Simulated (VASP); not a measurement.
Set up this calculation in VASP 6.6.1, as the native input.

```yaml
Task: single point
Functional: LDA
Potentials_or_basis: VASP PAW LDA potentials, release 64 (La, C)
Cutoff: 520 eV
k_mesh: 10 × 10 × 10
Occupations: gaussian, width 0.05 eV
Spin: no spin polarisation
Dipole_correction: no
Further_INCAR_settings: ALGO = Normal; EDIFF = 1e-06; NBANDS = 14
```

The structure of LaC lies in POSCAR:

```
LaC
1.0
    3.7615465854      0.0000000000      0.0000000000
   -1.8807732927      3.2575949005      0.0000000000
    0.0000000000      0.0000000000      3.2120628345
La C
1 1
Direct
    0.0000000000      0.0000000000      0.0000000000
    0.6666666667      0.3333333333      0.5000000000
```

The input as run:

INCAR

```
  ALGO = Normal
  EDIFF = 1E-6
  ENCUT = 520
  GGA = CA
  ISIF = 2
  ISMEAR = 0
  LASPH = True
  LCHARG = False
  LREAL = False
  LWAVE = False
  NBANDS = 14
  NELM = 60
  PREC = Accurate
  SIGMA = 0.05
```

KPOINTS

```
k-points
0
Gamma
  10 10 10
```

Potentials or basis: VASP PAW LDA potentials, release 64 (La, C).

The run is started by

```console
$ cat potpaw_LDA.64/La/POTCAR potpaw_LDA.64/C/POTCAR > POTCAR
$ mpirun -np 1 vasp_std > vasp.out
```

Results of the run:

```
Pressure : -5.9 GPa
```

Wall time 29 s on 1 thread of Intel(R) Xeon(R) Platinum 8488C (Sapphire Rapids) (shared host), peak memory 0.19 GiB.
